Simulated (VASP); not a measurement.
A run of VASP 6.6.1:

INCAR

```
SYSTEM = Co5Si3
ALGO = Normal ; EDIFF = 1E-6
ENCUT = 400 ; GGA = PE
GGA_COMPAT = .FALSE. ; ISIF = 2
ISMEAR = -1 ; ISYM = -1
LASPH = .TRUE. ; LCHARG = .FALSE.
LREAL = Auto ; LWAVE = .FALSE.
NBANDS = 71 ; NELM = 120
PREC = Accurate ; SIGMA = 0.156
```

KPOINTS

```
explicit points
1
Reciprocal
  0.25000000   0.25000000   0.25000000 1
```

The input POSCAR:

```
Co5Si3
1.0
    6.0338460000      0.0132440000      0.0089480000
    0.0132440000      5.8666660000      0.1294660000
    0.0089480000      0.1294660000      6.1142670000
Co Si
10 6
Direct
    0.4588562843      0.6502460283      0.9112635090
    0.6774847121      1.0001644898      0.2979885522
    0.4336585723      0.0984675817      0.9416465488
    0.1503104396      0.3431861609      0.7280730597
    0.3505267563      0.7386073964      0.2457998549
    0.6388961350      0.3741943133      0.2149398638
    0.9347163558      0.2702074376      0.4042051945
    0.0910309276      0.8046098245      0.5727703484
    0.8464867538      0.0780588298      0.9619440355
    0.4961319365      0.5295441976      0.5176593764
    0.7625950983      0.4060954622      0.7836710016
    0.1855997626      0.3852767423      0.0738723079
    0.0764700829      0.8424606778      0.9893548534
    0.8895809673      0.6490454916      0.2988913807
    0.3624110611      0.0692941409      0.4483389277
    0.7375010521      0.8308549965      0.7027696644
```

Potentials or basis: VASP PAW PBE potentials, release 64 (Co, Si).

The run is started by

```bash
$ cat potpaw_PBE.64/Co/POTCAR potpaw_PBE.64/Si/POTCAR > POTCAR
$ mpirun -np 1 vasp_std > vasp.out
```

Hardware: 1 thread of Intel(R) Xeon(R) 6975P-C (Granite Rapids), with other jobs on the host.

**Question.** How long does it take, and how much memory?

**Answer.** It took 40 s on 1 thread of Intel(R) Xeon(R) 6975P-C (Granite Rapids), with other jobs on the host, peak memory 0.24 GiB. Counts: scf iterations 27, k points 1.
